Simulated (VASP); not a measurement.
# AgCl (Pm-3m) in VASP: single point with PBE

Aim: the single point of AgCl with PBE.

Everything below comes from runs of VASP 6.6.1. Logs are shortened: lines on timing, memory, paths and dates and some standing lists are left out, and cuts for length are marked.

## 1. The cell of the first run

The structure is cubic, space group Pm-3m (No. 221). The conventional cell has a = 3.501 Å, b = 3.501 Å, c = 3.501 Å, α = 90.00°, β = 90.00°, γ = 90.00°. Ag (site symmetry m-3m) has 8 Cl at 3.03 Å and 6 Ag at 3.50 Å within 4.0 Å. Cl (site symmetry m-3m) has 8 Ag at 3.03 Å and 6 Cl at 3.50 Å within 4.0 Å.

## 2. Single point, PBE (volume scaled by 1.06)

INCAR

```
PREC     = Accurate       # precision mode
ENCUT    = 520            # plane-wave cutoff, eV
EDIFF    = 1E-7           # SCF threshold, eV
ISMEAR   = -1             # smearing method
SIGMA    = 0.01           # smearing width, eV
LREAL    = F              # projectors in reciprocal space
LASPH    = T              # aspherical terms in the spheres
NELM     = 100            # most SCF steps
ALGO     = Normal         # electronic algorithm
ISIF     = 2              # what is computed and relaxed
LWAVE    = F              # write WAVECAR
LCHARG   = T              # write CHGCAR
GGA      = PE             # functional
LELF     = T              # ELF
LVHAR    = T            
NBANDS   = 16             # bands
```

KPOINTS

```
Automatic mesh
0
Gamma
  9 9 9
```

POSCAR

```
AgCl
1.0
    3.5013229026      0.0000000000      0.0000000000
    0.0000000000      3.5013229026      0.0000000000
    0.0000000000      0.0000000000      3.5013229026
Ag Cl
1 1
Direct
    0.0000000000      0.0000000000      0.0000000000
    0.5000000000      0.5000000000      0.5000000000
```

Potentials or basis: VASP PAW PBE potentials, release 64 (Ag, Cl).

Launch:

```bash
cat potpaw_PBE.64/Ag/POTCAR potpaw_PBE.64/Cl/POTCAR > POTCAR
mpirun -np 1 vasp_std > vasp.out
```

OUTCAR:

```text
PREC = Accurate
   ENCUT = 520
   EDIFF = 1E-7
   ISMEAR = -1
   LREAL = F
   LASPH = T
   NELM = 100
   ISIF = 2
   GGA = PE

 ion  position               nearest neighbor table
   1  0.000  0.000  0.000-   2 3.03   2 3.03   2 3.03   2 3.03   2 3.03   2 3.03   2 3.03   2 3.03

   2  0.500  0.500  0.500-   1 3.03   1 3.03   1 3.03   1 3.03   1 3.03   1 3.03   1 3.03   1 3.03

  LATTYP: Found a simple cubic cell.
 ALAT       =     3.5013229026

  Lattice vectors:

 A1 = (   3.5013229026,   0.0000000000,   0.0000000000)
 A2 = (   0.0000000000,   3.5013229026,   0.0000000000)
 A3 = (   0.0000000000,   0.0000000000,   3.5013229026)

Analysis of symmetry for initial positions (statically):
=====================================================================
 Subroutine PRICEL returns:
 Original cell was already a primitive cell.

 Routine SETGRP: Setting up the symmetry group for a
 simple cubic supercell.

 Subroutine GETGRP returns: Found 48 space group operations
[... 9 lines left out ...]

 Routine SETGRP: Setting up the symmetry group for a
 simple cubic supercell.

 Subroutine GETGRP returns: Found 48 space group operations
[... 11 lines left out ...]
                                     Primitive cell

  volume of cell :      42.9236

  direct lattice vectors                    reciprocal lattice vectors
     3.501322903  0.000000000  0.000000000     0.285606334  0.000000000  0.000000000
     0.000000000  3.501322903  0.000000000     0.000000000  0.285606334  0.000000000
     0.000000000  0.000000000  3.501322903     0.000000000  0.000000000  0.285606334

  length of vectors
     3.501322903  3.501322903  3.501322903     0.285606334  0.285606334  0.285606334

  position of ions in fractional coordinates (direct lattice)
     0.000000000  0.000000000  0.000000000
     0.500000000  0.500000000  0.500000000

  ion indices of the primitive-cell ions
   primitive index   ion index
                 1           1
                 2           2

----------------------------------------------------------------------------------------

 KPOINTS: Automatic mesh

Automatic generation of k-mesh.
 Grid dimensions read from file:
 generate k-points for:    9    9    9

 Generating k-lattice:

  Cartesian coordinates                     Fractional coordinates (reciprocal lattice)
     0.031734037  0.000000000  0.000000000     0.111111111  0.000000000  0.000000000
     0.000000000  0.031734037  0.000000000     0.000000000  0.111111111  0.000000000
     0.000000000  0.000000000  0.031734037     0.000000000  0.000000000  0.111111111

  Length of vectors
     0.031734037  0.031734037  0.031734037

  Shift w.r.t. Gamma in fractional coordinates (k-lattice)
     0.000000000  0.000000000  0.000000000

 Subroutine IBZKPT returns following result:
 ===========================================

 Found     35 irreducible k-points:

 Following reciprocal coordinates:
            Coordinates               Weight
  0.000000  0.000000  0.000000      1.000000
  0.111111  0.000000  0.000000      6.000000
  0.222222  0.000000  0.000000      6.000000
  0.333333  0.000000  0.000000      6.000000
  0.444444  0.000000  0.000000      6.000000
  0.111111  0.111111  0.000000     12.000000
[... 16 lines left out ...]
  0.333333  0.333333  0.111111     24.000000
  0.444444  0.333333  0.111111     48.000000
 [... further k-points ...]
   k-points           NKPTS =     35   k-points in BZ     NKDIM =     35   number of bands    NBANDS=     16
   number of dos      NEDOS =    301   number of ions     NIONS =      2
   total plane-waves  NPLWV =  21952
   dimension x,y,z NGX =    28 NGY =   28 NGZ =   28
   dimension x,y,z NGXF=    56 NGYF=   56 NGZF=   56
   ions per type =               1   1
   NGX,Y,Z   is equivalent  to a cutoff of  13.29, 13.29, 13.29 a.u.
   NGXF,Y,Z  is equivalent  to a cutoff of  26.59, 26.59, 26.59 a.u.
 SYSTEM =  unknown system
   PREC   = accura    normal or accurate (medium, high low for compatibility)
   ISTART =      0    job   : 0-new  1-cont  2-samecut
   ICHARG =      2    charge: 1-file 2-atom 10-const
   ISPIN  =      1    spin polarized calculation?
   LNONCOLLINEAR =      F non collinear calculations
   LSORBIT =      F    spin-orbit coupling
   LASPH  =      T    aspherical Exc in radial PAW
   ENCUT  =  520.0 eV  38.22 Ry    6.18 a.u.   6.51  6.51  6.51*2*pi/ulx,y,z
   NELM   =    100;   NELMIN=  2; NELMDL= -5     # of ELM steps
   EDIFF  = 0.1E-06   stopping-criterion for ELM
   LREAL  =      F    real-space projection
   EDIFFG = 0.1E-05   stopping-criterion for IOM
   NSW    =      0    number of steps for IOM
   IBRION =     -1    ionic relax: 0-MD 1-quasi-New 2-CG
   NFREE  =      0    steps in history (QN), initial steepest desc. (CG)
   ISIF   =      2    stress and relaxation
   ISYM   =      2    0-nonsym 1-usesym 2-fastsym
   POTIM  = 0.5000    time-step for ionic-motion
   TEBEG  =    0.0;   TEEND  =   0.0 temperature during run
   PSTRESS=    0.0 pullay stress
   NELECT =      18.0000    total number of electrons
   NUPDOWN=      -1.0000    fix difference up-down
   EMIN   =  10.00;   EMAX   =-10.00  energy-range for DOS
   EFERMI =   0.00;   METHOD = LEGACY
   ISMEAR =    -1;   SIGMA  =   0.01  broadening in eV -4-tet -1-fermi 0-gaus
   EFERMI_NEDOS =   21; number of points for ismear=-14 and -15
   IALGO  =     38    algorithm
   IMIX   =      4    mixing-type and parameters
     AMIX     =   0.40;   BMIX     =  1.00
     AMIX_MAG =   1.60;   BMIX_MAG =  1.00
  volume/ion in A,a.u.               =      21.46       144.83
  Fermi-wavevector in a.u.,A,eV,Ry     =   1.225369  2.315611 20.429540  1.501529
  Thomas-Fermi vector in A             =   2.360409
   LORBIT       =      0    0 simple, 1 ext, 2 COOP (PROOUT), +10 PAW based schemes
   GGA     = PE    functional components
   LHFCALC =     F    Hartree Fock is set to
   AEXX    =    0.0000 exact exchange contribution
   IVDW    =     0    specifies the selected vdW correction
   LEPSILON=     F    determine dielectric tensor
   LRPA    =     F    only Hartree local field effects (RPA)
 non-spin polarized calculation
  energy-cutoff  :      520.00
  volume of cell :       42.92
 maximum number of plane-waves:      1189
 NGX is ok and might be reduce to    28
   NGX = 13   NGY = 13   NGZ = 13

 number of electron      18.0000000 magnetization

 Free energy of the ion-electron system (eV)
  ---------------------------------------------------
  ext. energy  EPLUGINS =         0.00000000
  ---------------------------------------------------
  free energy    TOTEN  =        -5.10091400 eV

  energy without entropy =       -5.10091400  energy(sigma->0) =       -5.10091400

 E-fermi :   3.3911     XC(G=0): -10.0770

 val. band max:        3.1600643449   @ k =   0.4444   0.0000   0.0000
 cond. band min:       3.7553328185   @ k =   0.0000   0.0000   0.0000
 fundamental gap:      0.5952684736
 Fermi energy:         3.3911194552

 k-point     1 :       0.0000    0.0000    0.0000
  band No.  band energies     occupation
      1     -11.0379      2.00000
      2       0.6911      2.00000
      3       0.6911      2.00000
      4       1.5172      2.00000
      5       1.5172      2.00000
      6       1.5172      2.00000
[... 8 lines left out ...]
     15      16.4162      0.00000
     16      19.4389      0.00000

 k-point     2 :       0.1111    0.0000    0.0000
  band No.  band energies     occupation
      1     -10.9954      2.00000
      2       0.5691      2.00000
      3       0.7051      2.00000
      4       1.2560      2.00000
      5       1.2560      2.00000
      6       1.4785      2.00000
[... 8 lines left out ...]
     15      16.1636      0.00000
     16      19.4002      0.00000

 k-point     3 :       0.2222    0.0000    0.0000
  band No.  band energies     occupation
      1     -10.8839      2.00000
      2      -0.1071      2.00000
      3       0.7409      2.00000
      4       0.9419      2.00000
      5       0.9419      2.00000
      6       1.4092      2.00000
[... 8 lines left out ...]
     15      16.4969      0.00000
     16      19.3030      0.00000

 k-point     4 :       0.3333    0.0000    0.0000
  band No.  band energies     occupation
      1     -10.7497      2.00000
      2      -0.8652      2.00000
      3       0.7122      2.00000
      4       0.7122      2.00000
      5       0.7821      2.00000
      6       1.5491      2.00000
[... 8 lines left out ...]
     15      18.0648      0.00000
     16      19.1933      0.00000

 k-point     5 :       0.4444    0.0000    0.0000
  band No.  band energies     occupation
      1     -10.6573      2.00000
      2      -1.3061      2.00000
      3       0.5920      2.00000
      4       0.5920      2.00000
      5       0.8093      2.00000
      6       1.5586      2.00000
[... 8 lines left out ...]
     15      18.6967      0.00000
     16      19.1222      0.00000

 k-point     6 :       0.1111    0.1111    0.0000
  band No.  band energies     occupation
      1     -10.9542      2.00000
      2       0.5585      2.00000
      3       0.6125      2.00000
      4       0.9716      2.00000
      5       1.1589      2.00000
      6       1.4883      2.00000
[... 8 lines left out ...]
     15      16.6738      0.00000
     16      18.7914      0.00000

 k-point     7 :       0.2222    0.1111    0.0000
  band No.  band energies     occupation
      1     -10.8464      2.00000
      2      -0.0770      2.00000
      3       0.6295      2.00000
      4       0.9194      2.00000
      5       0.9444      2.00000
      6       1.4859      2.00000
[... 8 lines left out ...]
     15      16.9752      0.00000
     16      18.5516      0.00000

 k-point     8 :       0.3333    0.1111    0.0000
  band No.  band energies     occupation
      1     -10.7169      2.00000
      2      -0.7791      2.00000
      3       0.5982      2.00000
      4       0.7542      2.00000
      5       0.8639      2.00000
      6       1.5060      2.00000
[... 8 lines left out ...]
     15      18.2331      0.00000
     16      18.5932      0.00000

 k-point     9 :       0.4444    0.1111    0.0000
  band No.  band energies     occupation
      1     -10.6279      2.00000
      2      -1.1960      2.00000
      3       0.5369      2.00000
      4       0.6489      2.00000
      5       0.8534      2.00000
      6       1.5219      2.00000
[... 8 lines left out ...]
     15      18.6568      0.00000
     16      19.2068      0.00000
[... 172 lines left out ...]
 k-point    19 :       0.4444    0.1111    0.1111
  band No.  band energies     occupation
      1     -10.5981      2.00000
      2      -1.0945      2.00000
      3       0.4218      2.00000
      4       0.7734      2.00000
      5       0.8987      2.00000
      6       1.4767      2.00000
[... 8 lines left out ...]
     15      17.9988      0.00000
     16      19.6639      0.00000

 k-point    20 :       0.2222    0.2222    0.1111
  band No.  band energies     occupation
      1     -10.7135      2.00000
      2      -0.0507      2.00000
      3       0.3553      2.00000
      4       0.7229      2.00000
      5       1.0371      2.00000
      6       1.2873      2.00000
[... 8 lines left out ...]
     15      16.1373      0.00000
     16      19.5276      0.00000

 k-point    21 :       0.3333    0.2222    0.1111
  band No.  band energies     occupation
      1     -10.5989      2.00000
      2      -0.4837      2.00000
      3       0.2879      2.00000
      4       0.8484      2.00000
      5       1.0179      2.00000
      6       1.3473      2.00000
[... 8 lines left out ...]
     15      16.8276      0.00000
     16      19.5092      0.00000

 k-point    22 :       0.4444    0.2222    0.1111
  band No.  band energies     occupation
      1     -10.5207      2.00000
      2      -0.8182      2.00000
      3       0.2426      2.00000
      4       0.9650      2.00000
      5       1.0079      2.00000
      6       1.3916      2.00000
[... 8 lines left out ...]
     15      17.1640      0.00000
     16      20.1379      0.00000

 k-point    23 :       0.3333    0.3333    0.1111
  band No.  band energies     occupation
      1     -10.4978      2.00000
      2      -0.3447      2.00000
      3       0.0598      2.00000
      4       0.8719      2.00000
      5       1.1114      2.00000
      6       1.3762      2.00000
[... 8 lines left out ...]
     15      16.9514      0.00000
     16      19.5845      0.00000

 k-point    24 :       0.4444    0.3333    0.1111
  band No.  band energies     occupation
      1     -10.4291      2.00000
      2      -0.4613      2.00000
      3       0.0301      2.00000
      4       1.0083      2.00000
      5       1.1769      2.00000
      6       1.2779      2.00000
[... 8 lines left out ...]
     15      17.1051      0.00000
     16      18.7745      0.00000

 [... further k-points ...]

------------------------ aborting loop because EDIFF is reached ----------------------------------------

  FORCE on cell =-STRESS in cart. coord.  units (eV):
  Direction    XX          YY          ZZ          XY          YZ          ZX
  --------------------------------------------------------------------------------------
  -------------------------------------------------------------------------------------
  Total       -0.6864488     -0.6864488     -0.6864488     -0.0000000     -0.0000000      0.0000000
  in kB      -25.6225444    -25.6225444    -25.6225444     -0.0000000     -0.0000000      0.0000000
  external PRESSURE =     -25.6225444 kB  Pullay stress =       0.0000000 kB

 VOLUME and BASIS-vectors are now :
 -----------------------------------------------------------------------------
  energy-cutoff  :      520.00
  volume of cell :       42.92
      direct lattice vectors                 reciprocal lattice vectors
     3.501322903  0.000000000  0.000000000     0.285606334  0.000000000  0.000000000
     0.000000000  3.501322903  0.000000000     0.000000000  0.285606334  0.000000000
     0.000000000  0.000000000  3.501322903     0.000000000  0.000000000  0.285606334

 POSITION                                       TOTAL-FORCE (eV/Angst)
 -----------------------------------------------------------------------------------
      0.00000      0.00000      0.00000         0.000000      0.000000      0.000000
      1.75066      1.75066      1.75066         0.000000      0.000000      0.000000
 -----------------------------------------------------------------------------------
    total drift:                               -0.000000      0.000000      0.000000

  FREE ENERGIE OF THE ION-ELECTRON SYSTEM (eV)
  ---------------------------------------------------
  free  energy   TOTEN  =        -5.1009139965 eV

  energy  without entropy=       -5.1009139965  energy(sigma->0) =       -5.10091400
```

Wall time 16 s (1 thread of Intel Xeon Platinum 8375C at 2.90GHz (Ice Lake), shared host); peak memory 0.17 GiB.

Results:

| Item | Value |
| --- | --- |
| Free energy | -5.1009 eV |
| Pressure | -2.6 GPa |
| Band gap on the k mesh | 0.60 eV, indirect (least direct gap 1.89 eV) |

Levels at points of the mesh, in eV from the valence-band top:
```csv
k point,band 5,band 6,band 7,band 8,band 9,band 10,band 11,band 12,band 13,band 14
"(0.00, 0.00, 0.00)",-1.64,-1.64,-1.29,-1.29,-1.29,0.60,9.53,9.53,13.26,13.26
```
